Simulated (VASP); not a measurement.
Runs of VASP 6.6.1 on Hf. The structure is that of space group Im-3m (No. 229), or close to it. The cells are those of the table. 

```csv
task,cell,k mesh,cutoff (eV),gap on the mesh (eV),pressure (GPa)
single point,"a = 3.099 Å, angles 109.5°, 1 atom",14 × 14 × 14,520,none,0.1
single point,"a = 3.099 Å, angles 109.5°, 1 atom",12 × 12 × 12,520,none,0.0
single point,"a = 2.969 Å, angles 109.5°, 1 atom",14 × 14 × 14,520,none,15.4
single point,"a = 3.014 Å, angles 109.5°, 1 atom",14 × 14 × 14,520,none,(a)
single point,"a = 3.218 Å, angles 109.5°, 1 atom",14 × 14 × 14,520,none,-8.8
single point,"a = 3.099 Å, angles 109.5°, 1 atom",20 × 20 × 20,520,none,0.1
single point,"a = 3.179 Å, angles 109.5°, 1 atom",14 × 14 × 14,520,none,-6.3
relaxation of cell and atoms,"relaxed from a = 3.075 Å, angles 109.5°, 1 atom",12 × 12 × 12,600,none,0.0
```

Alike in all rows: level BLYP; potentials or basis VASP PAW PBE potentials, release 64 (Hf_pv); no spin polarisation; smearing fermi-dirac 0.1 eV.

Q: Fill in the values left out.

A: (a) 9.4.

Caveats: the PAW data sets were made with another functional, which shifts forces and pressure a little; spin-orbit coupling is left out, which moves the levels of the heavy elements.

A k mesh can miss the band edges, and the runs leave out spin-orbit coupling on Hf.

A gap of «none» marks levels without a gap at the run's occupations.
